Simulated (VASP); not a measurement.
Here is a VASP 6.6.1 calculation.

File INCAR:

```
SYSTEM = CaPtSe2
PREC = Accurate ; ENCUT = 520
EDIFF = 1E-6 ; ISMEAR = 0
SIGMA = 0.1 ; LREAL = .FALSE.
LASPH = .TRUE. ; NELM = 150
ALGO = Normal ; ISIF = 2
LWAVE = .FALSE. ; LCHARG = .TRUE.
ISPIN = 2 ; MAGMOM = 0 0 1 1 0 0 0 0
LORBIT = 11 ; LMAXMIX = 4
GGA = PE ; LELF = .TRUE.
LVHAR = .TRUE. ; NBANDS = 46
```

File KPOINTS:

```
Automatic mesh
0
G
  6 6 2
  0 0 0
```

The input POSCAR:

```
CaPtSe2
1.0
    4.1247717642      0.0000000000      0.0000000000
   -2.0623858821      3.5721571326      0.0000000000
    0.0000000000      0.0000000000     12.1790415989
Ca Pt Se
2 2 4
Direct
    0.6666666667      0.3333333333      0.3650320342
    0.3333333333      0.6666666667      0.8650320342
    0.6666666667      0.3333333333      0.1069193397
    0.3333333333      0.6666666667      0.6069193397
    0.0000000000      0.0000000000      0.0099005881
    0.3333333333      0.6666666667      0.2115600380
    0.0000000000      0.0000000000      0.5099005881
    0.6666666667      0.3333333333      0.7115600380
```

Potentials or basis: VASP PAW PBE potentials, release 64 (Ca_sv, Pt, Se).

Run with:

```sh
$ cat potpaw_PBE.64/Ca_sv/POTCAR potpaw_PBE.64/Pt/POTCAR potpaw_PBE.64/Se/POTCAR > POTCAR
$ mpirun -np 1 vasp_std > vasp.out
```

Problem. What does it give for the largest force?

Solution. 0.025 eV/Å.

Problem. Estimate the pressure.

Solution. 0.2 GPa.

Forces on the atoms (eV/Å):
```
Ca   0.000  0.000 -0.005
Ca   0.000  0.000 -0.005
Pt   0.000  0.000 -0.012
Pt   0.000  0.000 -0.012
Se   0.000  0.000  0.025
Se   0.000  0.000 -0.008
Se   0.000  0.000  0.025
Se   0.000  0.000 -0.008
```
